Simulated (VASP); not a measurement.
# MnO (Fm-3m) in VASP: single point with PBE+U

Aim: the single point of MnO with PBE+U.

All numbers are computed with VASP 6.6.1; they aren't measurements. Logs are shortened: lines on timing, memory, paths and dates and some standing lists are left out, and cuts for length are marked.

## 1. The cell of the first run

The structure is cubic, space group Fm-3m (No. 225). The conventional cell has a = 4.533 Å, b = 4.533 Å, c = 4.533 Å, α = 90.00°, β = 90.00°, γ = 90.00°. Within 3.0 Å of Mn (site symmetry m-3m) lie 6 O at 2.27 Å. Within 3.0 Å of O (site symmetry m-3m) lie 6 Mn at 2.27 Å.

## 2. Single point, PBE+U

INCAR reads:

```
ALGO = Normal ; EDIFF = 1E-6
ENCUT = 520 ; GGA = PE
ISIF = 2 ; ISMEAR = 0
LASPH = True ; LCHARG = False
LDAU = True ; LDAUJ = 0 0
LDAUL = 2 -1 ; LDAUPRINT = 1
LDAUTYPE = 2 ; LDAUU = 3.9 0
LMAXMIX = 4 ; LREAL = False
LWAVE = False ; NBANDS = 16
NELM = 150 ; PREC = Accurate
SIGMA = 0.05
```

KPOINTS reads:

```
k-points
0
Gamma
  12 12 12
```

POSCAR reads:

```
MnO
1.0
    0.0000000000      2.2664570858      2.2664570858
    2.2664570858      0.0000000000      2.2664570858
    2.2664570858      2.2664570858      0.0000000000
Mn O
1 1
Direct
    0.0000000000      0.0000000000      0.0000000000
    0.5000000000      0.5000000000      0.5000000000
```

Potentials or basis: VASP PAW PBE potentials, release 64 (Mn_pv, O).

Command:

```
cat potpaw_PBE.64/Mn_pv/POTCAR potpaw_PBE.64/O/POTCAR > POTCAR
mpirun -np 1 vasp_std > vasp.out
```

OUTCAR:

```text
EDIFF = 1E-6
   ENCUT = 520
   GGA = PE
   ISIF = 2
   ISMEAR = 0
   LASPH = True
   LREAL = False
   NELM = 150
   PREC = Accurate

 ion  position               nearest neighbor table
   1  0.000  0.000  0.000-   2 2.27   2 2.27   2 2.27   2 2.27   2 2.27   2 2.27
   2  0.500  0.500  0.500-   1 2.27   1 2.27   1 2.27   1 2.27   1 2.27   1 2.27

  LATTYP: Found a face centered cubic cell.
 ALAT       =     4.5329141716

  Lattice vectors:

 A1 = (   0.0000000000,   2.2664570858,   2.2664570858)
 A2 = (   2.2664570858,   0.0000000000,   2.2664570858)
 A3 = (   2.2664570858,   2.2664570858,   0.0000000000)

Analysis of symmetry for initial positions (statically):
[... 5 lines left out ...]
 face centered cubic supercell.

 Subroutine GETGRP returns: Found 48 space group operations
 (whereof 48 operations were pure point group operations)
 out of a pool of 48 trial point group operations.

The static configuration has the point symmetry O_h .

Analysis of symmetry for dynamics (positions and initial velocities):
[... 5 lines left out ...]
 face centered cubic supercell.

 Subroutine GETGRP returns: Found 48 space group operations
 (whereof 48 operations were pure point group operations)
 out of a pool of 48 trial point group operations.

The dynamic configuration has the point symmetry O_h .

 Subroutine INISYM returns: Found 48 space group operations
 (whereof 48 operations are pure point group operations),
 and found     1 'primitive' translations

----------------------------------------------------------------------------------------

                                     Primitive cell

  volume of cell :      23.2848

  direct lattice vectors                    reciprocal lattice vectors
     0.000000000  2.266457086  2.266457086    -0.220608633  0.220608633  0.220608633
     2.266457086  0.000000000  2.266457086     0.220608633 -0.220608633  0.220608633
     2.266457086  2.266457086  0.000000000     0.220608633  0.220608633 -0.220608633

  length of vectors
     3.205254349  3.205254349  3.205254349     0.382105361  0.382105361  0.382105361

  position of ions in fractional coordinates (direct lattice)
     0.000000000  0.000000000  0.000000000
     0.500000000  0.500000000  0.500000000

  ion indices of the primitive-cell ions
   primitive index   ion index
                 1           1
[... 115 lines left out ...]
atom =   1  type =  1  l = 2

 onsite density matrix

spin component  1

  0.7744  0.0000  0.0000  0.0000 -0.0000
  0.0000  0.7744  0.0000 -0.0000 -0.0000
  0.0000  0.0000  0.0971  0.0000  0.0000
  0.0000 -0.0000  0.0000  0.7744  0.0000
 -0.0000 -0.0000  0.0000  0.0000  0.0971

spin component  2

  0.7744  0.0000  0.0000  0.0000 -0.0000
  0.0000  0.7744  0.0000 -0.0000 -0.0000
  0.0000  0.0000  0.0971  0.0000  0.0000
  0.0000 -0.0000  0.0000  0.7744  0.0000
 -0.0000 -0.0000  0.0000  0.0000  0.0971

 occupancies and eigenvectors

  o =  0.0971  v =  0.0000  0.0000 -0.9986  0.0000 -0.0537  0.0000  0.0000  0.0000  0.0000  0.0000      0.0000  0.0000  0.0000  0.0000  0.0000  0.0000  0.0000  0.0000  0.0000  0.0000
  o =  0.0971  v =  0.0000  0.0000  0.0000  0.0000  0.0000  0.0000  0.0000 -0.9986  0.0000 -0.0537      0.0000  0.0000  0.0000  0.0000  0.0000  0.0000  0.0000  0.0000  0.0000  0.0000
  o =  0.0971  v =  0.0000  0.0000  0.0000  0.0000  0.0000  0.0000 -0.0000  0.0537 -0.0000 -0.9986      0.0000  0.0000  0.0000  0.0000  0.0000  0.0000  0.0000  0.0000  0.0000  0.0000
  o =  0.0971  v =  0.0000 -0.0000  0.0537 -0.0000 -0.9986  0.0000  0.0000  0.0000  0.0000  0.0000      0.0000  0.0000  0.0000  0.0000  0.0000  0.0000  0.0000  0.0000  0.0000  0.0000
  o =  0.7744  v =  0.0000 -0.8844 -0.0000  0.4667  0.0000  0.0000  0.0000  0.0000  0.0000  0.0000      0.0000  0.0000  0.0000  0.0000  0.0000  0.0000  0.0000  0.0000  0.0000  0.0000
  o =  0.7744  v =  0.0000  0.0000  0.0000  0.0000  0.0000  0.0000 -0.8844 -0.0000  0.4667  0.0000      0.0000  0.0000  0.0000  0.0000  0.0000  0.0000  0.0000  0.0000  0.0000  0.0000
  o =  0.7744  v =  0.0000 -0.4667 -0.0000 -0.8844  0.0000  0.0000  0.0000  0.0000  0.0000  0.0000      0.0000  0.0000  0.0000  0.0000  0.0000  0.0000  0.0000  0.0000  0.0000  0.0000
  o =  0.7744  v =  0.0000  0.0000  0.0000  0.0000  0.0000  0.0000 -0.4667 -0.0000 -0.8844  0.0000      0.0000  0.0000  0.0000  0.0000  0.0000  0.0000  0.0000  0.0000  0.0000  0.0000
  o =  0.7744  v =  1.0000  0.0000  0.0000  0.0000  0.0000  0.0000  0.0000  0.0000  0.0000  0.0000      0.0000  0.0000  0.0000  0.0000  0.0000  0.0000  0.0000  0.0000  0.0000  0.0000
  o =  0.7744  v =  0.0000  0.0000  0.0000  0.0000  0.0000  1.0000  0.0000  0.0000  0.0000  0.0000      0.0000  0.0000  0.0000  0.0000  0.0000  0.0000  0.0000  0.0000  0.0000  0.0000

 number of electron      18.9999996 magnetization

 Free energy of the ion-electron system (eV)
  ---------------------------------------------------
  ext. energy  EPLUGINS =         0.00000000
  ---------------------------------------------------
  free energy    TOTEN  =       -10.91407003 eV

  energy without entropy =      -10.89420588  energy(sigma->0) =      -10.90413796

 E-fermi :   5.3304     XC(G=0): -11.6410

 val. band max:        5.3295607819   @ k =   0.5000   0.3333   0.1667
 cond. band min:       5.3307103742   @ k =   0.5000   0.4167   0.0833
 fundamental gap:      0.0011495923
 Fermi energy:         5.3303770410

 k-point     1 :       0.0000    0.0000    0.0000
  band No.  band energies     occupation
      1     -41.8374      2.00000
      2     -41.8374      2.00000
      3     -41.8373      2.00000
      4     -13.1261      2.00000
      5       3.1207      2.00000
      6       3.1207      2.00000
[... 433 lines left out ...]
      3     -41.8463      2.00000
      4     -12.2866      2.00000
      5      -0.4566      2.00000
      6       1.3927      2.00000
[... 8 lines left out ...]
     15      17.1141      0.00000
     16      19.3715      0.00000

 [... further k-points ...]
[... 5 lines left out ...]
  --------------------------------------------------------------------------------------
  -------------------------------------------------------------------------------------
  Total       -4.4614943     -4.4614943     -4.4614943      0.0000000     -0.0000000     -0.0000000
  in kB     -306.9858986   -306.9858986   -306.9858986      0.0000000     -0.0000000     -0.0000000
  external PRESSURE =    -306.9858986 kB  Pullay stress =       0.0000000 kB

 VOLUME and BASIS-vectors are now :
 -----------------------------------------------------------------------------
  energy-cutoff  :      520.00
  volume of cell :       23.28
      direct lattice vectors                 reciprocal lattice vectors
     0.000000000  2.266457086  2.266457086    -0.220608633  0.220608633  0.220608633
     2.266457086  0.000000000  2.266457086     0.220608633 -0.220608633  0.220608633
     2.266457086  2.266457086  0.000000000     0.220608633  0.220608633 -0.220608633

 POSITION                                       TOTAL-FORCE (eV/Angst)
 -----------------------------------------------------------------------------------
      0.00000      0.00000      0.00000        -0.000000      0.000000     -0.000000
      2.26646      2.26646      2.26646         0.000000     -0.000000      0.000000
 -----------------------------------------------------------------------------------
    total drift:                                0.000000     -0.000000     -0.000000

  FREE ENERGIE OF THE ION-ELECTRON SYSTEM (eV)
  ---------------------------------------------------
  free  energy   TOTEN  =       -10.9140700334 eV

  energy  without entropy=      -10.8942058850  energy(sigma->0) =      -10.90413796
```

Run time: 25 s. Hardware: 1 thread of AMD EPYC 7R13 (Zen 3), shared host; peak memory 0.12 GiB.

Results:

```yaml
Free_energy: -10.9141 eV
Pressure: -30.7 GPa
```

Levels at points of the mesh, in eV from the Fermi level:
| k point | band 5 | band 6 | band 7 | band 8 | band 9 | band 10 | band 11 | band 12 | band 13 | band 14 |
| --- | --- | --- | --- | --- | --- | --- | --- | --- | --- | --- |
| (0.00, 0.00, 0.00) | -2.21 | -2.21 | -2.21 | -1.09 | -1.09 | -1.09 | 1.26 | 1.89 | 1.89 | 15.78 |
| (0.50, 0.00, 0.00) | -6.18 | -3.61 | -3.61 | -0.17 | -0.17 | 0.08 | 3.82 | 3.82 | 5.34 | 9.14 |
| (0.50, 0.50, 0.00) | -5.05 | -3.12 | -3.12 | -2.02 | 0.01 | 0.01 | 2.36 | 2.47 | 6.96 | 9.28 |

Eigenvalues of the final occupation matrices:
```csv
site,spin,trace,eigenvalues
site 1 d,1,2.52,0.10 0.10 0.77 0.77 0.77
site 1 d,2,2.52,0.10 0.10 0.77 0.77 0.77
```

Caveat: an odd number of electrons without spin polarisation forces a metal; a magnetic or distorted state may lie lower; the run has no spin polarisation, though such a crystal can be magnetic; U without spin polarisation on a metal has little footing.
